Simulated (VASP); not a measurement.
# Ga8BiP7 (a cell with a defect) in VASP: single point with PBEsol

Aim: the single point of Ga8BiP7 (a cell with a defect) with PBEsol.

All numbers are computed with VASP 6.6.1; they aren't measurements. Logs are shortened: lines on timing, memory, paths and dates and some standing lists are left out, and cuts for length are marked.

### 1 The cell of the first run

The cell holds a defect, 16 atoms: a = 7.691 Å, b = 7.691 Å, c = 7.691 Å, α = 60.00°, β = 60.00°, γ = 60.00°.

### 2 Single point, PBEsol, collinear spin

Input file INCAR:

```
PREC = Accurate ; ENCUT = 400
EDIFF = 1E-6 ; ISMEAR = -1
SIGMA = 0.05 ; LREAL = False
LASPH = True ; NELM = 200
ALGO = Normal ; ISIF = 2
LWAVE = False ; LCHARG = False
ISPIN = 2 ; MAGMOM = 0.25 0.25 0.25 0.25 0.25 0.25 0.25 0.25 0.25 0.25 0.25 0.25 0.25 0.25 0.25 0.25
LORBIT = 11 ; GGA = PS
ISYM = 0 ; NBANDS = 95
GGA_COMPAT = False
```

Input file KPOINTS:

```
Automatic mesh
0
Gamma
  1 1 1
  0.25 0.25 0.25
```

Input file POSCAR:

```
Ga8BiP7
1.0
    0.0000000000      5.4384880000      5.4384880000
    5.4384880000      0.0000000000      5.4384880000
    5.4384880000      5.4384880000      0.0000000000
Ga P Bi
8 7 1
Direct
    0.0059500000      0.9991250000      0.9889770000
    0.5048920000      0.4987580000      0.5055490000
    0.0001120000      0.0014280000      0.4983560000
    0.4971470000      0.4995360000      0.0000420000
    0.9892510000      0.5072350000      0.0009720000
    0.5075460000      0.9987100000      0.4960940000
    0.4888750000      0.0119550000      0.9967520000
    0.0082990000      0.4975270000      0.5009250000
    0.1165330000      0.1245880000      0.1371120000
    0.1272050000      0.1358580000      0.6105230000
    0.6184740000      0.6322140000      0.1150710000
    0.1152910000      0.6327030000      0.1232930000
    0.6313480000      0.1265990000      0.6160300000
    0.6282020000      0.1262230000      0.1259590000
    0.1250790000      0.6252560000      0.6229570000
    0.6301850000      0.6266490000      0.6199040000
```

Potentials or basis: VASP PAW PBE potentials, release 64 (Ga_d, P, Bi_d).

Command:

```
cat potpaw_PBE.64/Ga_d/POTCAR potpaw_PBE.64/P/POTCAR potpaw_PBE.64/Bi_d/POTCAR > POTCAR
mpirun -np 1 vasp_std > vasp.out
```

OUTCAR:

```text
PREC = Accurate
   ENCUT = 400
   EDIFF = 1E-6
   ISMEAR = -1
   LREAL = False
   LASPH = True
   NELM = 200
   ISIF = 2
   ISPIN = 2
   LORBIT = 11
   GGA = PS
   ISYM = 0

 ion  position               nearest neighbor table
   1  0.006  0.999  0.989-  12 2.30  14 2.37  10 2.38   9 2.42
   2  0.505  0.499  0.506-  16 2.31  13 2.34  15 2.39  11 2.45
   3  0.000  0.001  0.498-   9 2.27  13 2.32  10 2.35  15 2.36
   4  0.497  0.500  0.000-  11 2.32  14 2.35  16 2.39  12 2.40
   5  0.989  0.507  0.001-  11 2.33  12 2.35  15 2.37   9 2.40
   6  0.508  0.999  0.496-  14 2.32  13 2.33  16 2.34  10 2.39
[... 8 lines left out ...]
  15  0.125  0.625  0.623-   8 2.30   3 2.36   5 2.37   2 2.39
  16  0.630  0.627  0.620-   2 2.31   6 2.34   8 2.37   4 2.39

IMPORTANT INFORMATION: All symmetrisations will be switched off!
NOSYMM: (Re-)initialisation of all symmetry stuff for point group C_1.

----------------------------------------------------------------------------------------

                                     Primitive cell

  volume of cell :     321.7100

  direct lattice vectors                    reciprocal lattice vectors
     0.000000000  5.438488000  5.438488000    -0.091937318  0.091937318  0.091937318
     5.438488000  0.000000000  5.438488000     0.091937318 -0.091937318  0.091937318
     5.438488000  5.438488000  0.000000000     0.091937318  0.091937318 -0.091937318

  length of vectors
     7.691183488  7.691183488  7.691183488     0.159240106  0.159240106  0.159240106

  position of ions in fractional coordinates (direct lattice)
     0.005950000  0.999125000  0.988977000
     0.504892000  0.498758000  0.505549000
     0.000112000  0.001428000  0.498356000
     0.497147000  0.499536000  0.000042000
     0.989251000  0.507235000  0.000972000
     0.507546000  0.998710000  0.496094000
[... 8 lines left out ...]
     0.125079000  0.625256000  0.622957000
     0.630185000  0.626649000  0.619904000

  ion indices of the primitive-cell ions
   primitive index   ion index
                 1           1
                 2           2
                 3           3
                 4           4
                 5           5
                 6           6
[... 8 lines left out ...]
                15          15
                16          16

----------------------------------------------------------------------------------------

 KPOINTS: Automatic mesh

Automatic generation of k-mesh.
[... 86 lines left out ...]

 Free energy of the ion-electron system (eV)
  ---------------------------------------------------
  ext. energy  EPLUGINS =         0.00000000
  ---------------------------------------------------
  free energy    TOTEN  =       -65.66029303 eV

  energy without entropy =      -65.66029213  energy(sigma->0) =      -65.66029258

 E-fermi :   6.1030     XC(G=0): -10.1734

 val. band max:        5.3741746261   @ k =   0.0000   0.2500   0.0000
 cond. band min:       6.8711401027   @ k =   0.2500   0.0000   0.0000
 fundamental gap:      1.4969654767
 Fermi energy:         6.1030367285

 spin component 1

 k-point     1 :       0.2500    0.2500    0.2500
  band No.  band energies     occupation
      1     -17.3307      1.00000
      2     -17.3005      1.00000
      3     -17.2613      1.00000
      4     -17.1480      1.00000
      5     -17.1387      1.00000
      6      -9.9278      1.00000
[... 357 lines left out ...]
     88       8.2381      0.00000
     89       9.3861      0.00000
 Fermi energy:         6.1030367285

 spin component 2

 k-point     1 :       0.2500    0.2500    0.2500
  band No.  band energies     occupation
      1     -17.3307      1.00000
      2     -17.3005      1.00000
      3     -17.2613      1.00000
      4     -17.1481      1.00000
      5     -17.1387      1.00000
      6      -9.9278      1.00000
[... 357 lines left out ...]
     88       8.2381      0.00000
     89       9.3861      0.00000
 [bands above 89 left out]

------------------------ aborting loop because EDIFF is reached ----------------------------------------

  FORCE on cell =-STRESS in cart. coord.  units (eV):
  Direction    XX          YY          ZZ          XY          YZ          ZX
  --------------------------------------------------------------------------------------
  -------------------------------------------------------------------------------------
  Total       21.2676561     21.1186690     21.8735889     -0.1175821      0.3179590      2.1986975
  in kB      105.9170049    105.1750207    108.9346667     -0.5855815      1.5834966     10.9499354
  external PRESSURE =     106.6755641 kB  Pullay stress =       0.0000000 kB

 VOLUME and BASIS-vectors are now :
 -----------------------------------------------------------------------------
  energy-cutoff  :      400.00
  volume of cell :      321.71
      direct lattice vectors                 reciprocal lattice vectors
     0.000000000  5.438488000  5.438488000    -0.091937318  0.091937318  0.091937318
     5.438488000  0.000000000  5.438488000     0.091937318 -0.091937318  0.091937318
     5.438488000  5.438488000  0.000000000     0.091937318  0.091937318 -0.091937318

 POSITION                                       TOTAL-FORCE (eV/Angst)
 -----------------------------------------------------------------------------------
     10.81227      5.41090      5.46609         0.607246     -0.103463      0.235520
      5.46191      5.49527      5.45834        -2.758947     -3.115357     -2.333724
      2.71807      2.71091      0.00838         0.090931      0.406924     -0.225438
      2.71695      2.70396      5.42045         1.770595      1.459674     -1.887604
      2.76388      5.38532      8.13862        -0.272036      0.092511     -0.075926
      8.12947      5.45828      8.19176         2.275605     -2.369702      2.033098
[... 8 lines left out ...]
      6.78839      4.06818      4.08069         0.122745      0.604664      0.267703
      6.77936      6.79859      6.83528         0.420186      1.110613      0.107333
 -----------------------------------------------------------------------------------
    total drift:                                0.001597      0.001107      0.001987

  FREE ENERGIE OF THE ION-ELECTRON SYSTEM (eV)
  ---------------------------------------------------
  free  energy   TOTEN  =       -65.6602930332 eV

  energy  without entropy=      -65.6602921267  energy(sigma->0) =      -65.66029258

 total charge

# of ion       s       p       d       tot
------------------------------------------
    1        0.832   0.871  10.017  11.721
    2        0.862   0.961  10.026  11.849
    3        0.835   0.925  10.031  11.791
    4        0.854   0.963  10.026  11.843
    5        0.832   0.875  10.018  11.725
    6        0.858   0.987  10.032  11.877
[... 8 lines left out ...]
   15        0.984   1.580   0.000   2.564
   16        1.391   2.181   9.946  13.519
--------------------------------------------------
tot         15.045  20.680  90.146 125.872

 magnetization (x)

# of ion       s       p       d       tot
------------------------------------------
    1       -0.000  -0.000  -0.000  -0.000
    2        0.000  -0.000  -0.000  -0.000
    3       -0.000  -0.000  -0.000  -0.000
    4       -0.000  -0.000  -0.000  -0.000
    5       -0.000  -0.000  -0.000  -0.000
    6       -0.000  -0.000  -0.000  -0.000
[... 8 lines left out ...]
   15        0.000   0.000   0.000   0.000
   16        0.000  -0.000  -0.000  -0.000
--------------------------------------------------
tot          0.000  -0.000  -0.000  -0.000
```

OSZICAR:

```text
N       E                     dE             d eps       ncg     rms          rms(c)
DAV:   1     0.160815055409E+04    0.16082E+04   -0.57313E+04  1675   0.212E+03
DAV:   2     0.278730654452E+03   -0.13294E+04   -0.12787E+04  1536   0.629E+02
DAV:   3    -0.372542734402E+02   -0.31598E+03   -0.29611E+03  1872   0.210E+02
DAV:   4    -0.662719077932E+02   -0.29018E+02   -0.28179E+02  1754   0.651E+01
DAV:   5    -0.685152589737E+02   -0.22434E+01   -0.22299E+01  2440   0.178E+01    0.132E+01
DAV:   6    -0.659994996328E+02    0.25158E+01   -0.49747E+00  2154   0.169E+01    0.760E+00
DAV:   7    -0.656610950249E+02    0.33840E+00   -0.20513E+00  1856   0.569E+00    0.414E+00
DAV:   8    -0.656524149677E+02    0.86801E-02   -0.31684E-01  1866   0.424E+00    0.203E+00
DAV:   9    -0.656578677967E+02   -0.54528E-02   -0.74076E-02  1896   0.274E+00    0.524E-01
DAV:  10    -0.656591384779E+02   -0.12707E-02   -0.14045E-02  1850   0.130E+00    0.226E-01
DAV:  11    -0.656597665026E+02   -0.62802E-03   -0.55742E-03  2128   0.487E-01    0.910E-02
DAV:  12    -0.656601455903E+02   -0.37909E-03   -0.10631E-03  1658   0.449E-01    0.395E-02
DAV:  13    -0.656602525741E+02   -0.10698E-03   -0.35992E-04  1776   0.247E-01    0.190E-02
DAV:  14    -0.656602886288E+02   -0.36055E-04   -0.25137E-04  2274   0.725E-02    0.125E-02
DAV:  15    -0.656602921064E+02   -0.34776E-05   -0.10656E-05  1792   0.486E-02    0.448E-03
DAV:  16    -0.656602930332E+02   -0.92679E-06   -0.54124E-06  1674   0.164E-02
   1 F= -.65660293E+02 E0= -.65660293E+02  d E =-.906486E-06  mag=     0.0000
```

Wall time 12 min (1 thread of Intel Xeon 8259CL, shared host); peak memory 0.49 GiB.

Results:

* Free energy: -65.6603 eV
* Pressure: 10.7 GPa
* Largest force: 4.771 eV/Å
* Band gap on the k mesh: 1.50 eV
* Net moment: 0.00 μB per cell
* Valence electrons inside the program's atomic spheres: Ga 11.72, 11.85, 11.79, 11.84, 11.88, 11.70, 11.89 (each value once); P 2.56, 2.57 (each value once); Bi 13.52

Forces in eV/Å, atoms in the order of the input:
```
Ga   0.607 -0.103  0.236
Ga  -2.759 -3.115 -2.334
Ga   0.091  0.407 -0.225
Ga   1.771  1.460 -1.888
Ga  -0.272  0.093 -0.076
Ga   2.276 -2.370  2.033
Ga  -0.200  0.436  0.137
Ga  -1.620  1.114  1.985
P   -0.596 -0.877  0.554
P   -0.344  0.841 -0.284
P    0.691  0.320 -0.188
P   -0.444  0.487  0.041
P    0.591 -0.001 -0.344
P   -0.334 -0.407 -0.021
P    0.123  0.605  0.268
Bi   0.420  1.111  0.107
```

Caveat: the PAW data sets were made with another functional, which shifts forces and pressure a little; spin-orbit coupling is left out, which moves the levels of the heavy elements.
